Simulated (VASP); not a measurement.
# PbSe (P2_1/m) in VASP: single point with r2SCAN

Aim: the single point of PbSe with r2SCAN.

Program: VASP 6.6.1. These are calculated values, not measurements. Logs are shortened: lines on timing, memory, paths and dates and some standing lists are left out, and cuts for length are marked.

## 1. The cell of the first run

Symmetry: P2_1/m, No. 11, monoclinic system. Conventional cell: a = 4.276 Å, b = 4.433 Å, c = 6.313 Å, α = 90.00°, β = 108.26°, γ = 90.00°. Within 4.0 Å of Pb (site symmetry m) lie 7 Se at 2.81 to 3.94 Å and 2 Pb at 3.80 Å. Within 4.5 Å of Se (site symmetry m) lie 7 Pb at 2.81 to 3.94 Å and 10 Se at 3.97 to 4.43 Å.

## 2. Single point, r2SCAN (shear xy strain -2.7%)

File POSCAR:

```
PbSe
1.0
    2.2177605821     -6.0253022519      0.0000000000
    2.0576469858      5.9682255609      0.0000000000
    0.0000000000      0.0000000000      4.4334889037
Pb Se
2 2
Direct
    0.6436811904      0.3870165256      0.7500000000
    0.3563188096      0.6129834744      0.2500000000
    0.8564978336      0.1310331005      0.7500000000
    0.1435021664      0.8689668995      0.2500000000
```

File INCAR.step1:

```
ALGO     = Normal         # electronic algorithm
EDIFF    = 1E-4           # SCF threshold, eV
ENCUT    = 520            # plane-wave cutoff, eV
GGA      = PE             # functional
ISMEAR   = 0              # smearing method
LASPH    = True           # aspherical terms in the spheres
LCHARG   = False          # write CHGCAR
LREAL    = False          # projectors in reciprocal space
LWAVE    = True           # write WAVECAR
NBANDS   = 28             # bands
NELM     = 100            # most SCF steps
PREC     = Accurate       # precision mode
SIGMA    = 0.01           # smearing width, eV
```

File INCAR.step2:

```
ALGO     = Normal         # electronic algorithm
EDIFF    = 1E-7           # SCF threshold, eV
ENCUT    = 520            # plane-wave cutoff, eV
ISIF     = 2              # what is computed and relaxed
ISMEAR   = 0              # smearing method
ISTART   = 1            
LASPH    = True           # aspherical terms in the spheres
LCHARG   = False          # write CHGCAR
LMIXTAU  = True         
LREAL    = False          # projectors in reciprocal space
LWAVE    = False          # write WAVECAR
METAGGA  = R2SCAN         # meta-GGA
NBANDS   = 28             # bands
NELM     = 100            # most SCF steps
PREC     = Accurate       # precision mode
SIGMA    = 0.01           # smearing width, eV
```

File KPOINTS:

```
k-points
0
Gamma
  6 6 6
```

Potentials or basis: VASP PAW PBE potentials, release 64 (Pb_d, Se).

On the command line:

```bash
$ cat potpaw_PBE.64/Pb_d/POTCAR potpaw_PBE.64/Se/POTCAR > POTCAR
$ cp INCAR.step1 INCAR
$ mpirun -np 1 vasp_std > vasp.out
$ cp INCAR.step2 INCAR
$ mpirun -np 1 vasp_std > vasp.out
```

OUTCAR:

```text
EDIFF = 1E-7
   ENCUT = 520
   ISIF = 2
   ISMEAR = 0
   ISTART = 1
   LASPH = True
   LREAL = False
   METAGGA = R2SCAN
   NELM = 100
   PREC = Accurate

 ion  position               nearest neighbor table
   1  0.644  0.387  0.750-   3 2.81   4 3.06   4 3.06   4 3.11   4 3.11   2 3.80   2 3.80
   2  0.356  0.613  0.250-   4 2.81   3 3.06   3 3.06   3 3.11   3 3.11   1 3.80   1 3.80
   3  0.856  0.131  0.750-   1 2.81   2 3.06   2 3.06   2 3.11   2 3.11
   4  0.144  0.869  0.250-   2 2.81   1 3.06   1 3.06   1 3.11   1 3.11

  Warning from LATTYP: Monoclinic adjustment (A1->A3, A2->A1, A3->A2)!
  Warning from LATTYP: Got some problem with cell dimensions!
  Tried to take original basis but could not verify dimensions!
  LATTYP: Found a simple monoclinic cell.
 ALAT       =     4.2757885378
 B/A-ratio  =     1.0368821714
 C/A-ratio  =     1.4764464832
 COS(beta)  =    -0.3132905771

  Lattice vectors:

 A1 = (   4.2754075679,  -0.0570766910,   0.0000000000)
 A2 = (   0.0000000000,   0.0000000000,   4.4334889037)
 A3 = (  -2.0576469858,  -5.9682255609,   0.0000000000)

Analysis of symmetry for initial positions (statically):
=====================================================================
 Subroutine PRICEL returns:
 Original cell was already a primitive cell.

 Routine SETGRP: Setting up the symmetry group for a
 simple monoclinic supercell.

 Subroutine GETGRP returns: Found  4 space group operations
 (whereof  2 operations were pure point group operations)
 out of a pool of  4 trial point group operations.

The static configuration has the point symmetry S_2 .
 The point group associated with its full space group is C_2h.

Analysis of symmetry for dynamics (positions and initial velocities):
=====================================================================
 Subroutine PRICEL returns:
 Original cell was already a primitive cell.

 Routine SETGRP: Setting up the symmetry group for a
 simple monoclinic supercell.

 Subroutine GETGRP returns: Found  4 space group operations
 (whereof  2 operations were pure point group operations)
 out of a pool of  4 trial point group operations.

The dynamic configuration has the point symmetry S_2 .
 The point group associated with its full space group is C_2h.

 Subroutine INISYM returns: Found  4 space group operations
 (whereof  2 operations are pure point group operations),
[... 97 lines left out ...]
   LASPH  =      T    aspherical Exc in radial PAW
   ENCUT  =  520.0 eV  38.22 Ry    6.18 a.u.  11.94 11.74  8.24*2*pi/ulx,y,z
   NELM   =    100;   NELMIN=  2; NELMDL=  0     # of ELM steps
   EDIFF  = 0.1E-06   stopping-criterion for ELM
   LREAL  =      F    real-space projection
   EDIFFG = 0.1E-05   stopping-criterion for IOM
   NSW    =      0    number of steps for IOM
   IBRION =     -1    ionic relax: 0-MD 1-quasi-New 2-CG
   NFREE  =      0    steps in history (QN), initial steepest desc. (CG)
   ISIF   =      2    stress and relaxation
   ISYM   =      2    0-nonsym 1-usesym 2-fastsym
   POTIM  = 0.5000    time-step for ionic-motion
   TEBEG  =    0.0;   TEEND  =   0.0 temperature during run
   PSTRESS=    0.0 pullay stress
   NELECT =      40.0000    total number of electrons
   NUPDOWN=      -1.0000    fix difference up-down
   EMIN   =  10.00;   EMAX   =-10.00  energy-range for DOS
   EFERMI =   0.00;   METHOD = LEGACY
   ISMEAR =     0;   SIGMA  =   0.01  broadening in eV -4-tet -1-fermi 0-gaus
   EFERMI_NEDOS =   21; number of points for ismear=-14 and -15
   IALGO  =     38    algorithm
   IMIX   =      4    mixing-type and parameters
     AMIX     =   0.40;   BMIX     =  1.00
     AMIX_MAG =   1.60;   BMIX_MAG =  1.00
  volume/ion in A,a.u.               =      28.41       191.73
  Fermi-wavevector in a.u.,A,eV,Ry     =   1.155865  2.184269 18.177721  1.336025
  Thomas-Fermi vector in A             =   2.292490
   LORBIT       =      0    0 simple, 1 ext, 2 COOP (PROOUT), +10 PAW based schemes
   METAGGA = R2SCAN    functional components
   LHFCALC =     F    Hartree Fock is set to
   AEXX    =    0.0000 exact exchange contribution
   IVDW    =     0    specifies the selected vdW correction
   LEPSILON=     F    determine dielectric tensor
   LRPA    =     F    only Hartree local field effects (RPA)
 non-spin polarized calculation
 Gauss-broadening in eV      SIGMA  =   0.01
  energy-cutoff  :      520.00
  volume of cell :      113.65
 maximum number of plane-waves:      3092
   NGX = 23   NGY = 23   NGZ = 17

 number of electron      39.9999997 magnetization

 Free energy of the ion-electron system (eV)
  ---------------------------------------------------
  ext. energy  EPLUGINS =         0.00000000
  ---------------------------------------------------
  free energy    TOTEN  =      -143.71160439 eV

  energy without entropy =     -143.71160439  energy(sigma->0) =     -143.71160439

 E-fermi :   4.4517     XC(G=0): -10.1199

 val. band max:        4.3980680935   @ k =   0.0000   0.0000   0.5000
 cond. band min:       5.8055787444   @ k =   0.5000   0.5000   0.0000
 fundamental gap:      1.4075106509
 Fermi energy:         4.4516726453

 k-point     1 :       0.0000    0.0000    0.0000
  band No.  band energies     occupation
      1     -12.6860      2.00000
      2     -12.5903      2.00000
      3     -12.5853      2.00000
      4     -12.5768      2.00000
      5     -12.5532      2.00000
      6     -12.5499      2.00000
[... 733 lines left out ...]
     27      12.2024      0.00000
     28      12.7245      0.00000

 [... further k-points ...]

------------------------ aborting loop because EDIFF is reached ----------------------------------------

  FORCE on cell =-STRESS in cart. coord.  units (eV):
  Direction    XX          YY          ZZ          XY          YZ          ZX
  --------------------------------------------------------------------------------------
  -------------------------------------------------------------------------------------
  Total        0.7139897      0.8261150      0.7109529     -0.0186371      0.0000000      0.0000000
  in kB       10.0656033     11.6463120     10.0227927     -0.2627404      0.0000000      0.0000000
  external PRESSURE =      10.5782360 kB  Pullay stress =       0.0000000 kB

 VOLUME and BASIS-vectors are now :
 -----------------------------------------------------------------------------
  energy-cutoff  :      520.00
  volume of cell :      113.65
      direct lattice vectors                 reciprocal lattice vectors
     2.217760582 -6.025302252  0.000000000     0.232824224 -0.080270100  0.000000000
     2.057646986  5.968225561  0.000000000     0.235050821  0.086516232  0.000000000
     0.000000000  0.000000000  4.433488904     0.000000000  0.000000000  0.225555995

 POSITION                                       TOTAL-FORCE (eV/Angst)
 -----------------------------------------------------------------------------------
      2.22387     -1.56857      3.32512        -0.000280     -0.006357     -0.000000
      2.05153      1.51150      1.10837         0.000280      0.006357      0.000000
      2.16913     -4.37862      3.32512        -0.000474      0.001042      0.000000
      2.10628      4.32155      1.10837         0.000474     -0.001042      0.000000
 -----------------------------------------------------------------------------------
    total drift:                               -0.000000     -0.000000      0.000000

  FREE ENERGIE OF THE ION-ELECTRON SYSTEM (eV)
  ---------------------------------------------------
  free  energy   TOTEN  =      -143.7116043918 eV

  energy  without entropy=     -143.7116043918  energy(sigma->0) =     -143.71160439
```

Run time: 23 min. Hardware: 1 thread of Intel Xeon 8259CL, shared host; peak memory 0.45 GiB.

What came out:

| Item | Value |
| --- | --- |
| Free energy | -143.7116 eV |
| Pressure | 1.1 GPa |
| Largest force | 0.006 eV/Å |
| Band gap on the k mesh | 1.41 eV (least direct gap 1.56 eV) |

Forces in eV/Å, atoms in the order of the input:
```
Pb   0.000 -0.006  0.000
Pb   0.000  0.006  0.000
Se   0.000  0.001  0.000
Se   0.000 -0.001  0.000
```

Stress tensor (GPa, compression positive):
```
 1.01 -0.03  0.00
-0.03  1.16  0.00
 0.00  0.00  1.00
```

Caveat: the cell differs from its parent crystal (shear xy strain -2.7%); the PAW data sets were made with another functional, which shifts forces and pressure a little; spin-orbit coupling is left out, which moves the levels of the heavy elements.
